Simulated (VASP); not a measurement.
**Co: single point with r2SCAN**

Crystal: Co.

```xyz
1
Lattice="0.0000 1.7917 1.7917 1.7917 0.0000 1.7917 1.7917 1.7917 0.0000" Properties=species:S:1:pos:R:3 pbc="T T T"
Co    0.0000    0.0000    0.0000
```

| Property | Result |
| --- | --- |
| Program | VASP 6.6.1 |
| Task | single point |
| Functional | r2SCAN |
| Potentials or basis | VASP PAW PBE potentials, release 64 (Co) |
| Cutoff | 520 eV |
| k mesh | 14 × 14 × 14 |
| Occupations | gaussian, width 0.1 eV |
| Spin | collinear spin, ferromagnetic start |
| Starting moments | [1.83] μB |
| Fixed moment | 1.83 μB |
| Dipole correction | no |
| Further INCAR settings | ALGO = Normal; EDIFF = 1e-06; NBANDS = 14 |

| Quantity | Value |
| --- | --- |
| Pressure | -11.3 GPa |
| Net moment | 1.83 μB per cell |
| Site moments | Co +1.90 μB |
| Valence electrons inside the program's atomic spheres | Co 8.18 |

Wall time 2.6 min on 1 thread of Intel(R) Xeon(R) Platinum 8488C (Sapphire Rapids), on a shared host, peak memory 0.15 GiB.

Caveat: the PAW data sets were made with another functional, which shifts forces and pressure a little; the total moment is fixed, so each spin has its own Fermi level.
